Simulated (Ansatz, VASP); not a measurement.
**Two plane-wave programs on Ni3Pt**

```xyz
4
Lattice="3.6246 0.0000 0.0000 0.0000 3.6246 0.0000 0.0000 0.0000 3.6246" Properties=species:S:1:pos:R:3 pbc="T T T"
Ni    1.8123    0.0000    1.8123
Ni    0.0000    1.8123    1.8123
Ni    1.8123    1.8123    0.0000
Pt    0.0000    0.0000    0.0000
```

Alike in both runs: task single point; functional LDA; k mesh 9 × 9 × 9; occupations fermi-dirac, width 0.05 eV; non-collinear spin.

|  | VASP | Ansatz |
| --- | --- | --- |
| version | VASP 6.6.1 | Ansatz 0.2.0 |
| potentials or method | VASP PAW LDA potentials, release 64 (Ni, Pt) | PAW with Ansatz's default frozen-core files, scalar-relativistic |
| plane-wave cutoff (eV) | 520 | 420 |
| valence electrons in the cell | 40 | 72 |

Ansatz gave:

* net moment per atom (μB): 0.57
* size of the moment on the site where the two differ most (μB): 0.65

Task: Which values does VASP return?

Result: net moment per atom (μB): 0.54; size of the moment on the site where the two differ most (μB): 0.63.

LDA's correlation is that of Perdew and Zunger in VASP and of Perdew and Wang (1992) in Ansatz. Site moments also hang on the region over which each program counts them. VASP's potentials hold 40 valence electrons a cell and Ansatz's 72, so a difference there can come from the potentials and not from the codes.

Spin-orbit coupling is off throughout.
